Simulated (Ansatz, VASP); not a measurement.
One calculation of Te2Mo, two programs

```
Mo Te
1.0
     3.52000    0.00000    0.00000
    -1.76000    3.04841    0.00000
     0.00000    0.00000   13.97000
Mo Te
2 4
Cartesian
  0.0000 2.0323 3.4925
  1.7600 1.0161 10.4775
  1.7600 1.0161 5.3061
  1.7600 1.0161 1.6789
  0.0000 2.0323 12.2911
  0.0000 2.0323 8.6639
```

Alike in both runs: functional PBE; dispersion D3(BJ); k mesh 12 × 12 × 4; occupations gaussian, width 0.02 eV; no spin polarisation.

Ansatz relaxed the structure, and its values are those at the end. VASP's run is a single point on that final structure, the one shown.

|  | VASP | Ansatz |
| --- | --- | --- |
| version | VASP 6.6.1 | Ansatz 0.2.0 |
| potentials or method | VASP PAW PBE potentials, release 64 (Mo_sv, Te) | scalar-relativistic, plane waves, PAW |
| plane-wave cutoff (eV) | 520 | 420 |
| valence electrons in the cell | 52 | 92 |

Ansatz gave:

* gap on the k mesh at the Fermi level (eV): 0.75
* least direct gap on the mesh (eV): 1.05
* pressure (GPa): -1.3
* rms of the force components (eV/Å): 0.000

Question: What did VASP give for the same quantities?

Answer: gap on the k mesh at the Fermi level (eV): 0.75; least direct gap on the mesh (eV): 1.05; pressure (GPa): -1.3; rms of the force components (eV/Å): 0.006.

VASP's potentials hold 52 valence electrons a cell and Ansatz's 92, so a difference there can come from the potentials and not from the codes. Ansatz's warnings: stress scf threshold loose.

Spin-orbit coupling is off throughout.
